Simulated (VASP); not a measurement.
Wanted: the native input for a VASP 6.6.1 run.

```yaml
Task: electric field gradients
Functional: PBE
Potentials_or_basis: VASP PAW PBE potentials, release 64 (Si, O)
Cutoff: 520 eV
k_mesh: 4 × 4 × 4
Occupations: fermi-dirac, width 0.02 eV
Spin: no spin polarisation
Dipole_correction: no
Further_INCAR_settings: LREAL = Auto; ALGO = Normal; EDIFF = 1e-08; NBANDS = 82
```

The structure of SiO2 lies in POSCAR:

```
SiO2
1.0
   -4.2235302601      4.2235302601      4.2235302601
    4.2235302601     -4.2235302601      4.2235302601
    4.2235302601      4.2235302601     -4.2235302601
Si O
8 16
Direct
    0.5000000000      0.0000000000      0.7824953700
    0.2824953700      0.2824953700      0.2824953700
    0.5000000000      0.0000000000      0.2175046300
    0.7175046300      0.7175046300      0.7175046300
    0.7824953700      0.5000000000      0.0000000000
    0.0000000000      0.2175046300      0.5000000000
    0.2175046300      0.5000000000      0.0000000000
    0.0000000000      0.7824953700      0.5000000000
    0.6802250600      0.9302250600      0.7500000000
    0.7500000000      0.6802250600      0.9302250600
    0.8197749400      0.5697749400      0.2500000000
    0.7500000000      0.1802250600      0.4302250600
    0.0697749400      0.2500000000      0.3197749400
    0.5000000000      0.0000000000      0.0000000000
    0.2500000000      0.8197749400      0.5697749400
    0.4302250600      0.7500000000      0.1802250600
    0.3197749400      0.0697749400      0.2500000000
    0.1802250600      0.4302250600      0.7500000000
    0.9302250600      0.7500000000      0.6802250600
    0.5000000000      0.5000000000      0.5000000000
    0.2500000000      0.3197749400      0.0697749400
    0.0000000000      0.5000000000      0.0000000000
    0.0000000000      0.0000000000      0.5000000000
    0.5697749400      0.2500000000      0.8197749400
```

The input as run:

INCAR

```
SYSTEM = SiO2
PREC = Accurate
ENCUT = 520
EDIFF = 1E-8
ISMEAR = -1
SIGMA = 0.02
LREAL = Auto
LASPH = .TRUE.
NELM = 100
ALGO = Normal
ISIF = 2
LWAVE = .FALSE.
LCHARG = .FALSE.
GGA = PE
LEFG = .TRUE.
NBANDS = 82
```

KPOINTS

```
regular mesh
0
G
  4 4 4
  0 0 0
```

Potentials or basis: VASP PAW PBE potentials, release 64 (Si, O).

The run is started by

```console
$ cat potpaw_PBE.64/Si/POTCAR potpaw_PBE.64/O/POTCAR > POTCAR
$ mpirun -np 1 vasp_std > vasp.out
```

It gave:

- Pressure: 5.8 GPa
- Largest force: 0.315 eV/Å
- Band gap on the k mesh: 5.90 eV (least direct gap 5.97 eV)
- Largest electric field gradient by atom: Si +5.5; O +88.6, +88.5, +92.2 (each value once) V/Å²

Caveat: the cell stands under pressure; without QUAD_EFG the Cq values of the log hold for a quadrupole moment of 1 mb, not for the nuclei.

Run time: 4.2 min on 1 thread of Intel(R) Xeon(R) Platinum 8488C (Sapphire Rapids) (shared host), peak memory 0.42 GiB.
